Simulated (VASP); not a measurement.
# Au (Im-3m) in VASP: a series of runs

The runs below take Au through single point, relaxation of cell and atoms, with PBE.

All numbers are computed with VASP 6.6.1; they aren't measurements. Logs are shortened: lines on timing, memory, paths and dates and some standing lists are left out, and cuts for length are marked.

## 1. The cell of the first run

It takes space group Im-3m (No. 229, cubic). Conventional cell: a = 3.302 Å, b = 3.302 Å, c = 3.302 Å, α = 90.00°, β = 90.00°, γ = 90.00°. Au (site symmetry m-3m) has 14 Au at 2.86 to 3.30 Å within 3.8 Å.

This isn't the form of Au at room conditions, which is fcc.

## 2. Single point, PBE

INCAR reads:

```
SYSTEM = Au
PREC = Accurate
ENCUT = 520
EDIFF = 1E-6
ISMEAR = -1
SIGMA = 0.05
LREAL = .False.
LASPH = .True.
NELM = 100
ALGO = Normal
ISIF = 2
LWAVE = .False.
LCHARG = .False.
GGA = PE
NBANDS = 12
```

KPOINTS reads:

```
regular mesh
0
Gamma
  18 18 18
  0 0 0
```

POSCAR reads:

```
Au
1.0
   -1.6508035343      1.6508035343      1.6508035343
    1.6508035343     -1.6508035343      1.6508035343
    1.6508035343      1.6508035343     -1.6508035343
Au
1
Direct
    0.0000000000      0.0000000000      0.0000000000
```

Potentials or basis: VASP PAW PBE potentials, release 64 (Au).

Launch:

```bash
cat potpaw_PBE.64/Au/POTCAR > POTCAR
mpirun -np 1 vasp_std > vasp.out
```

OUTCAR:

```text
SYSTEM = Au
   PREC = Accurate
   ENCUT = 520
   EDIFF = 1E-6
   ISMEAR = -1
   LREAL = .False.
   LASPH = .True.
   NELM = 100
   ISIF = 2
   GGA = PE

 ion  position               nearest neighbor table
   1  0.000  0.000  0.000-

  LATTYP: Found a body centered cubic cell.
 ALAT       =     3.3016070686

  Lattice vectors:

 A1 = (  -1.6508035343,   1.6508035343,   1.6508035343)
 A2 = (   1.6508035343,  -1.6508035343,   1.6508035343)
 A3 = (   1.6508035343,   1.6508035343,  -1.6508035343)

Analysis of symmetry for initial positions (statically):
=====================================================================
 Subroutine PRICEL returns:
 Original cell was already a primitive cell.

 Routine SETGRP: Setting up the symmetry group for a
 body centered cubic supercell.

 Subroutine GETGRP returns: Found 48 space group operations
 (whereof 48 operations were pure point group operations)
 out of a pool of 48 trial point group operations.

The static configuration has the point symmetry O_h .

Analysis of symmetry for dynamics (positions and initial velocities):
=====================================================================
 Subroutine PRICEL returns:
 Original cell was already a primitive cell.

 Routine SETGRP: Setting up the symmetry group for a
 body centered cubic supercell.

 Subroutine GETGRP returns: Found 48 space group operations
 (whereof 48 operations were pure point group operations)
 out of a pool of 48 trial point group operations.

The dynamic configuration has the point symmetry O_h .

 Subroutine INISYM returns: Found 48 space group operations
 (whereof 48 operations are pure point group operations),
 and found     1 'primitive' translations

----------------------------------------------------------------------------------------

                                     Primitive cell

  volume of cell :      17.9948

  direct lattice vectors                    reciprocal lattice vectors
    -1.650803534  1.650803534  1.650803534     0.000000000  0.302882802  0.302882802
     1.650803534 -1.650803534  1.650803534     0.302882802  0.000000000  0.302882802
     1.650803534  1.650803534 -1.650803534     0.302882802  0.302882802  0.000000000

  length of vectors
     2.859275595  2.859275595  2.859275595     0.428340966  0.428340966  0.428340966

  position of ions in fractional coordinates (direct lattice)
     0.000000000  0.000000000  0.000000000

  ion indices of the primitive-cell ions
   primitive index   ion index
                 1           1

----------------------------------------------------------------------------------------

 KPOINTS: regular mesh

Automatic generation of k-mesh.
 Grid dimensions read from file:
 generate k-points for:   18   18   18

 Generating k-lattice:

  Cartesian coordinates                     Fractional coordinates (reciprocal lattice)
     0.000000000  0.016826822  0.016826822     0.055555556  0.000000000  0.000000000
     0.016826822  0.000000000  0.016826822     0.000000000  0.055555556  0.000000000
     0.016826822  0.016826822  0.000000000     0.000000000  0.000000000  0.055555556

  Length of vectors
     0.023796720  0.023796720  0.023796720

  Shift w.r.t. Gamma in fractional coordinates (k-lattice)
     0.000000000  0.000000000  0.000000000

 Subroutine IBZKPT returns following result:
 ===========================================

 Found    195 irreducible k-points:

 Following reciprocal coordinates:
            Coordinates               Weight
  0.000000  0.000000  0.000000      1.000000
  0.055556  0.000000  0.000000     12.000000
  0.111111  0.000000  0.000000     12.000000
  0.166667  0.000000  0.000000     12.000000
  0.222222  0.000000  0.000000     12.000000
  0.277778  0.000000  0.000000     12.000000
[... 16 lines left out ...]
  0.333333  0.111111 -0.000000     48.000000
  0.388889  0.111111 -0.000000     48.000000
 [... further k-points ...]
   k-points           NKPTS =    195   k-points in BZ     NKDIM =    195   number of bands    NBANDS=     12
   number of dos      NEDOS =    301   number of ions     NIONS =      1
   total plane-waves  NPLWV =  13824
   dimension x,y,z NGX =    24 NGY =   24 NGZ =   24
   dimension x,y,z NGXF=    48 NGYF=   48 NGZF=   48
   ions per type =               1
   NGX,Y,Z   is equivalent  to a cutoff of  13.95, 13.95, 13.95 a.u.
   NGXF,Y,Z  is equivalent  to a cutoff of  27.91, 27.91, 27.91 a.u.
 SYSTEM =  Au
   PREC   = accura    normal or accurate (medium, high low for compatibility)
   ISTART =      0    job   : 0-new  1-cont  2-samecut
   ICHARG =      2    charge: 1-file 2-atom 10-const
   ISPIN  =      1    spin polarized calculation?
   LNONCOLLINEAR =      F non collinear calculations
   LSORBIT =      F    spin-orbit coupling
   LASPH  =      T    aspherical Exc in radial PAW
   ENCUT  =  520.0 eV  38.22 Ry    6.18 a.u.   5.32  5.32  5.32*2*pi/ulx,y,z
   NELM   =    100;   NELMIN=  2; NELMDL= -5     # of ELM steps
   EDIFF  = 0.1E-05   stopping-criterion for ELM
   LREAL  =      F    real-space projection
   EDIFFG = 0.1E-04   stopping-criterion for IOM
   NSW    =      0    number of steps for IOM
   IBRION =     -1    ionic relax: 0-MD 1-quasi-New 2-CG
   NFREE  =      0    steps in history (QN), initial steepest desc. (CG)
   ISIF   =      2    stress and relaxation
   ISYM   =      2    0-nonsym 1-usesym 2-fastsym
   POTIM  = 0.5000    time-step for ionic-motion
   TEBEG  =    0.0;   TEEND  =   0.0 temperature during run
   PSTRESS=    0.0 pullay stress
   NELECT =      11.0000    total number of electrons
   NUPDOWN=      -1.0000    fix difference up-down
   EMIN   =  10.00;   EMAX   =-10.00  energy-range for DOS
   EFERMI =   0.00;   METHOD = LEGACY
   ISMEAR =    -1;   SIGMA  =   0.05  broadening in eV -4-tet -1-fermi 0-gaus
   EFERMI_NEDOS =   21; number of points for ismear=-14 and -15
   IALGO  =     38    algorithm
   IMIX   =      4    mixing-type and parameters
     AMIX     =   0.40;   BMIX     =  1.00
     AMIX_MAG =   1.60;   BMIX_MAG =  1.00
  volume/ion in A,a.u.               =      17.99       121.43
  Fermi-wavevector in a.u.,A,eV,Ry     =   1.389388  2.625563 26.264689  1.930400
  Thomas-Fermi vector in A             =   2.513424
   LORBIT       =      0    0 simple, 1 ext, 2 COOP (PROOUT), +10 PAW based schemes
   GGA     = PE    functional components
   LHFCALC =     F    Hartree Fock is set to
   AEXX    =    0.0000 exact exchange contribution
   IVDW    =     0    specifies the selected vdW correction
   LEPSILON=     F    determine dielectric tensor
   LRPA    =     F    only Hartree local field effects (RPA)
 non-spin polarized calculation
  energy-cutoff  :      520.00
  volume of cell :       17.99
 maximum number of plane-waves:       498
 NGX is ok and might be reduce to    24
   NGX = 11   NGY = 11   NGZ = 11

 number of electron      10.9999999 magnetization

 Free energy of the ion-electron system (eV)
  ---------------------------------------------------
  ext. energy  EPLUGINS =         0.00000000
  ---------------------------------------------------
  free energy    TOTEN  =        -3.20168437 eV

  energy without entropy =       -3.19987457  energy(sigma->0) =       -3.20077947

 E-fermi :   8.6502     XC(G=0): -12.3960

 val. band max:        8.6113166273   @ k =   0.3889   0.0556   0.0556
 cond. band min:       8.7315895170   @ k =  -0.3333   0.3333   0.3333
 fundamental gap:      0.1202728897
 Fermi energy:         8.6502449903

 k-point     1 :       0.0000    0.0000    0.0000
  band No.  band energies     occupation
      1      -0.6903      2.00000
      2       4.0085      2.00000
      3       4.0085      2.00000
      4       4.0085      2.00000
      5       5.7798      2.00000
      6       5.7798      2.00000
      7      25.1009      0.00000
      8      25.1009      0.00000
      9      25.1009      0.00000
     10      31.9598      0.00000
     11      31.9598      0.00000
     12      31.9598      0.00000

 k-point     2 :       0.0556    0.0000    0.0000
  band No.  band energies     occupation
      1      -0.5815      2.00000
      2       3.9752      2.00000
      3       4.0119      2.00000
      4       4.0828      2.00000
      5       5.7397      2.00000
      6       5.7820      2.00000
      7      25.0703      0.00000
      8      25.1255      0.00000
      9      25.2350      0.00000
     10      30.7336      0.00000
     11      30.7501      0.00000
     12      31.5545      0.00000

 k-point     3 :       0.1111    0.0000    0.0000
  band No.  band energies     occupation
      1      -0.2631      2.00000
      2       3.8807      2.00000
      3       4.0194      2.00000
      4       4.3020      2.00000
      5       5.6412      2.00000
      6       5.7896      2.00000
      7      24.7587      0.00000
      8      25.0897      0.00000
      9      25.6259      0.00000
     10      29.0508      0.00000
     11      29.5237      0.00000
     12      30.4776      0.00000
[... 286 lines left out ...]
 k-point    23 :       0.3333    0.1111   -0.0000
  band No.  band energies     occupation
      1       2.0929      2.00000
      2       3.1925      2.00000
      3       5.0119      2.00000
      4       5.6195      2.00000
      5       6.0981      2.00000
      6       7.7432      2.00000
      7      14.7441      0.00000
      8      20.6505      0.00000
      9      22.4180      0.00000
     10      28.8400      0.00000
     11      31.1307      0.00000
     12      31.4407      0.00000

 k-point    24 :       0.3889    0.1111   -0.0000
  band No.  band energies     occupation
      1       2.0805      2.00000
      2       3.1194      2.00000
      3       5.3854      2.00000
      4       5.6591      2.00000
      5       6.3882      2.00000
      6       8.7797      0.13975
      7      12.8422      0.00000
      8      20.1920      0.00000
      9      21.9011      0.00000
     10      29.3600      0.00000
     11      31.1478      0.00000
     12      31.3063      0.00000

 [... further k-points ...]
[... 5 lines left out ...]
  --------------------------------------------------------------------------------------
  -------------------------------------------------------------------------------------
  Total       -0.0264335     -0.0264335     -0.0264335     -0.0000000      0.0000000      0.0000000
  in kB       -2.3535263     -2.3535263     -2.3535263     -0.0000000      0.0000000      0.0000000
  external PRESSURE =      -2.3535263 kB  Pullay stress =       0.0000000 kB

 VOLUME and BASIS-vectors are now :
 -----------------------------------------------------------------------------
  energy-cutoff  :      520.00
  volume of cell :       17.99
      direct lattice vectors                 reciprocal lattice vectors
    -1.650803534  1.650803534  1.650803534     0.000000000  0.302882802  0.302882802
     1.650803534 -1.650803534  1.650803534     0.302882802  0.000000000  0.302882802
     1.650803534  1.650803534 -1.650803534     0.302882802  0.302882802  0.000000000

 POSITION                                       TOTAL-FORCE (eV/Angst)
 -----------------------------------------------------------------------------------
      0.00000      0.00000      0.00000         0.000000      0.000000     -0.000000
 -----------------------------------------------------------------------------------
    total drift:                               -0.000000      0.000000      0.000000

  FREE ENERGIE OF THE ION-ELECTRON SYSTEM (eV)
  ---------------------------------------------------
  free  energy   TOTEN  =        -3.2016843686 eV

  energy  without entropy=       -3.1998745656  energy(sigma->0) =       -3.20077947
```

Wall time 16 s (1 thread of AMD EPYC 9R45 (Zen 5), shared host); peak memory 0.14 GiB.

Results:

| Item | Value |
| --- | --- |
| Free energy | -3.2017 eV |
| Pressure | -0.2 GPa |
| Band gap on the k mesh | zero (an odd number of electrons rules out a gap without spin polarisation) |

Caveat: spin-orbit coupling is left out, which moves the levels of the heavy elements.

## 3. Single point, PBE

INCAR reads:

```
ALGO     = Normal         # electronic algorithm
EDIFF    = 1E-6           # SCF threshold, eV
ENCUT    = 520            # plane-wave cutoff, eV
GGA      = PE             # functional
ISIF     = 2              # what is computed and relaxed
ISMEAR   = -1             # smearing method
LASPH    = True           # aspherical terms in the spheres
LCHARG   = True           # write CHGCAR
LELF     = True           # ELF
LREAL    = False          # projectors in reciprocal space
LVHAR    = True         
LWAVE    = False          # write WAVECAR
NBANDS   = 12             # bands
NELM     = 100            # most SCF steps
PREC     = Accurate       # precision mode
SIGMA    = 0.05           # smearing width, eV
```

KPOINTS reads:

```
k-points
0
Gamma
  18 18 18
```

POSCAR reads:

```
Au
1.0
   -1.6508035344      1.6508035344      1.6508035344
    1.6508035344     -1.6508035344      1.6508035344
    1.6508035344      1.6508035344     -1.6508035344
Au
1
Direct
    0.0000000000      0.0000000000      0.0000000000
```

Potentials or basis: VASP PAW PBE potentials, release 64 (Au).

Launch:

```bash
cat potpaw_PBE.64/Au/POTCAR > POTCAR
mpirun -np 1 vasp_std > vasp.out
```

Wall time 16 s (1 thread of AMD EPYC 9R45 (Zen 5), shared host); peak memory 0.14 GiB.

The run converged. Its results:

| Quantity | Value |
| --- | --- |
| Free energy | -3.2017 eV |
| Pressure | -0.2 GPa |
| Band gap on the k mesh | zero (an odd number of electrons rules out a gap without spin polarisation) |

Levels at points of the mesh, in eV from the Fermi level:
| k point | band 2 | band 3 | band 4 | band 5 | band 6 | band 7 | band 8 | band 9 | band 10 | band 11 |
| --- | --- | --- | --- | --- | --- | --- | --- | --- | --- | --- |
| (0.00, 0.00, 0.00) | -4.64 | -4.64 | -4.64 | -2.87 | -2.87 | 16.45 | 16.45 | 16.45 | 23.31 | 23.31 |
| (0.50, 0.00, 0.00) | -5.64 | -3.01 | -2.69 | -1.47 | -0.45 | 3.21 | 12.30 | 13.49 | 21.01 | 21.45 |
| (0.50, 0.50, 0.50) | -6.42 | -1.82 | -1.82 | -1.82 | 6.20 | 6.20 | 6.20 | 9.04 | 15.38 | 15.38 |

Caveat: spin-orbit coupling is left out, which moves the levels of the heavy elements.

## 4. Relaxation of cell and atoms, PBE

This run uses another cell than the first one, of 17.95 Å³/atom.

INCAR reads:

```
PREC = Accurate
ENCUT = 600
EDIFF = 1E-7
ISMEAR = -1
SIGMA = 0.05
LREAL = F
LASPH = T
NELM = 100
ALGO = Normal
ISIF = 3
LWAVE = F
LCHARG = F
GGA = PE
IBRION = 2
NSW = 60
EDIFFG = -0.005
```

KPOINTS reads:

```
regular mesh
0
Gamma
  18 18 18
```

POSCAR reads:

```
Au
1.0
   -1.6495254221      1.6495254221      1.6495254221
    1.6495254221     -1.6495254221      1.6495254221
    1.6495254221      1.6495254221     -1.6495254221
Au
1
Direct
    0.0000000000      0.0000000000      0.0000000000
```

Launch:

```bash
cat potpaw_PBE.64/Au/POTCAR > POTCAR
mpirun -np 1 vasp_std > vasp.out
```

It took 26 s on 1 thread of AMD EPYC 9R45 (Zen 5), shared host; peak memory 0.15 GiB.

Results (log left out):

* Free energy: -3.2016 eV
* Relaxed volume: 17.97 Å³/atom
* Relaxed cell: a = 2.858 Å, b = 2.858 Å, c = 2.858 Å, α = 109.47°, β = 109.47°, γ = 109.47°
* Space group after relaxing (to 0.1 Å): Im-3m (No. 229)
* Energy gained by relaxing: 0.0 meV/atom
* Ionic steps: 3
* Pressure after relaxing: 0.0 GPa
* Band gap on the k mesh: zero (an odd number of electrons rules out a gap without spin polarisation)

Final structure:
```yaml
crystal:
  lattice:
    - [-1.65016, 1.65016, 1.65016]
    - [1.65016, -1.65016, 1.65016]
    - [1.65016, 1.65016, -1.65016]
  atoms:
    - { symbol: Au, position: [0.00000, 0.00000, 0.00000] }
```

Levels at points of the mesh, in eV from the Fermi level:
```csv
k point,band 2,band 3,band 4,band 5,band 6,band 7,band 8,band 9
"(0.00, 0.00, 0.00)",-4.65,-4.65,-4.65,-2.87,-2.87,16.45,16.45,16.45
"(0.50, 0.00, 0.00)",-5.64,-3.01,-2.69,-1.47,-0.45,3.21,12.30,13.50
"(0.50, 0.50, 0.50)",-6.42,-1.82,-1.82,-1.82,6.20,6.20,6.20,9.06
```

Caveat: spin-orbit coupling is left out, which moves the levels of the heavy elements.
